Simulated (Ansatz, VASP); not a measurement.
## Two plane-wave programs on VN

```
CELL_PARAMETERS angstrom
0.00000 2.03654 2.03654
2.03654 0.00000 2.03654
2.03654 2.03654 0.00000
ATOMIC_POSITIONS crystal
V 0.50000 0.50000 0.50000
N 0.00000 0.00000 0.00000
```

Alike in both runs: functional PBEsol; k mesh 8 × 8 × 8; occupations gaussian, width 0.1 eV; no spin polarisation.

Ansatz relaxed the structure, and its values are those at the end. VASP's run is a single point on that final structure, the one shown.

|  | VASP | Ansatz |
| --- | --- | --- |
| version | VASP 6.6.1 | Ansatz 0.2.0 |
| potentials or method | VASP PAW PBE potentials, release 64 (V_sv, N), cutoff 600 eV | scalar-relativistic, plane waves, PAW |
| valence electrons in the cell | 18 | 18 |

|  | VASP | Ansatz | Ansatz less VASP |
| --- | --- | --- | --- |
| gap on the k mesh at the Fermi level (eV) | none | none | - |
| pressure (GPa) | 0.6 | 0.0 | -0.53 |

VASP's potentials were made for PBE, not for PBEsol. A gap of «none» marks a metal or a gap that the smearing closes. The functional is the same, so the differences come from potentials, cutoffs and numerics.
